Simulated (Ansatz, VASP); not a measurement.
# RbBr: VASP beside Ansatz

```xyz
2
Lattice="2.8988 -3.0774 0.2249 2.8988 3.0774 0.2249 -0.4337 0.0000 4.1064" Properties=species:S:1:pos:R:3 pbc="T T T"
Rb    2.8988    0.0000    0.2249
Br   -0.2169    0.0000    2.0532
```

Alike in both runs: functional PBE; k mesh 3 × 3 × 3; occupations gaussian, width 0.15 eV; no spin polarisation.

Ansatz relaxed the structure, and its values are those at the end. VASP's run is a single point on that final structure, the one shown.

```csv
,VASP,Ansatz
version,VASP 6.6.1,Ansatz 0.2.0
potentials or method,"VASP PAW PBE potentials, release 64 (Rb_sv, Br), cutoff 500 eV","scalar-relativistic, plane waves, PAW"
valence electrons in the cell,16,16
```

```csv
,VASP,Ansatz,Ansatz less VASP
gap on the k mesh at the Fermi level (eV),3.91,3.91,+0.001
least direct gap on the mesh (eV),3.98,3.98,0.000
pressure (GPa),0.2,0.2,-0.02
```

The functional is the same, so the differences come from potentials, cutoffs and numerics.

The k mesh is coarse, so the values compare programs but aren't converged.
